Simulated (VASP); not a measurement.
Here is a VASP 6.6.1 calculation.

Contents of INCAR:

```
SYSTEM = In8O11
PREC = Accurate
ENCUT = 600
EDIFF = 1E-6
ISMEAR = 0
SIGMA = 0.02
LREAL = .False.
LASPH = .True.
NELM = 120
ALGO = Normal
ISIF = 2
LWAVE = .False.
LCHARG = .False.
GGA = PE
NBANDS = 100
GGA_COMPAT = .False.
KPAR = 4
```

File KPOINTS:

```
Automatic mesh
0
Gamma
  6 6 4
  0 0 0
```

The input POSCAR:

```
In8O11
1.0
   -2.6811020000     -4.8159540000      0.0551140000
   -2.8325130000      1.6365950000      4.9114470000
   -5.5241550000      3.3602620000     -4.8599810000
In O
8 11
Direct
    0.4933432713      0.2167130955      0.1426193237
    0.0151430719      0.7142143761      0.6296242704
    0.4966551007      0.7891997929      0.3559896769
    0.0137729825      0.2648970640      0.8536785260
    0.5388351314      0.7712651074      0.8738512758
    0.9958576736      0.2924546591      0.3564208838
    0.5002931237      0.2122275622      0.6463087262
    0.9735907078      0.7205527080      0.1193451453
    0.3380407804      0.8613328010      0.1009002679
    0.8530396103      0.3596689146      0.6084077995
    0.3474094549      0.1503208546      0.4020407042
    0.2932830396      0.5011194895      0.7576618726
    0.7906535370      0.0050147618      0.2546849072
    0.6527626555      0.1621552553      0.9008545368
    0.1455218013      0.6479856872      0.3902595932
    0.1388846154      0.3586669156      0.0983671464
    0.6568963803      0.8507348264      0.6064238470
    0.6948987886      0.5027083270      0.2511837257
    0.2145758974      0.9881146122      0.7529009382
```

Potentials or basis: VASP PAW PBE potentials, release 64 (In_d, O).

Command:

```console
$ cat potpaw_PBE.64/In_d/POTCAR potpaw_PBE.64/O/POTCAR > POTCAR
$ mpirun -np 4 vasp_std > vasp.out
```

Q: Predict the pressure.

A: 0.3 GPa.

Q: Predict the largest force.

A: 0.037 eV/Å.

Q: Estimate the band gap on the k mesh.

A: 0.64 eV (least direct gap 1.25 eV).

Stress tensor (GPa, compression positive):
```
0.32 0.10 0.02
0.10 0.34 0.01
0.02 0.01 0.17
```

Caveat: the cell differs from its parent crystal (atoms taken out); spin-orbit coupling is left out, which moves the levels of the heavy elements. A k mesh can miss the band edges.
